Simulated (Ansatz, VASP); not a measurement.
# One calculation of Ga2C, two programs

File INCAR:

```
SYSTEM = Ga2C
PREC = Accurate
ENCUT = 600
EDIFF = 1E-6
ISMEAR = 0
SIGMA = 0.1
LREAL = .FALSE.
LASPH = .TRUE.
NELM = 60
ALGO = Normal
ISIF = 3
LWAVE = .FALSE.
LCHARG = .FALSE.
GGA = PE
IBRION = 2
NSW = 90
EDIFFG = -0.04
```

The input KPOINTS:

```
regular mesh
0
G
  6 6 4
  0 0 0
```

File POSCAR:

```
Ga2C
1.0
    3.4989593724      0.0000000000      0.0000000000
   -1.7494796862      3.0301877033      0.0000000000
    0.0000000000      0.0000000000      3.7779461662
Ga C
2 1
Direct
    0.3333333333      0.6666666667      0.5000000000
    0.6666666667      0.3333333333      0.5000000000
    0.0000000000      0.0000000000      0.0000000000
```

Input for Ansatz:

```yaml
crystal:
  lattice:
    - [3.4989593724, 0.0, 0.0]
    - [-1.7494796862, 3.0301877033, 0.0]
    - [0.0, 0.0, 3.7779461662]
  atoms:
    - { symbol: Ga, position: [0.3333333333, 0.6666666667, 0.5] }
    - { symbol: Ga, position: [0.6666666667, 0.3333333333, 0.5] }
    - { symbol: C, position: [0.0, 0.0, 0.0] }
basis:
  ecutwfc: 420
kpoints:
  mp_grid: { grid: [6, 6, 4] }
hamiltonian:
  xc: pbe
scf:
  occupations: { method: gaussian, width: 0.1 }
  lower_state_search: "off"
output:
  forces: true
  stress: true
  eigenvalues: true
relax:
  adjacent_minimum: "off"
  f_tol: 0.04
  max_steps: 70
  cell: { stress_tol: 0.4 }
```

Alike in both runs: task relaxation of cell and atoms; functional PBE; k mesh 6 × 6 × 4; occupations gaussian, width 0.1 eV; no spin polarisation.

|  | VASP | Ansatz |
| --- | --- | --- |
| version | VASP 6.6.1 | Ansatz 0.2.0 |
| potentials or method | VASP PAW PBE potentials, release 64 (Ga_d, C), cutoff 600 eV | scalar-relativistic, plane waves, PAW |
| valence electrons in the cell | 30 | 30 |

|  | VASP | Ansatz | Ansatz less VASP |
| --- | --- | --- | --- |
| gap on the k mesh at the Fermi level, each at its own relaxed structure (eV) | none | none | - |
| relaxed volume (Å³/atom) | 14.93 | 14.97 | +0.034 |
| relaxed cell length with the largest relative difference (Å) | 2.786 | 2.789 | +0.0030 |

A gap of «none» marks a metal or a gap that the smearing closes.

The k mesh is coarse, so the values compare programs but aren't converged.
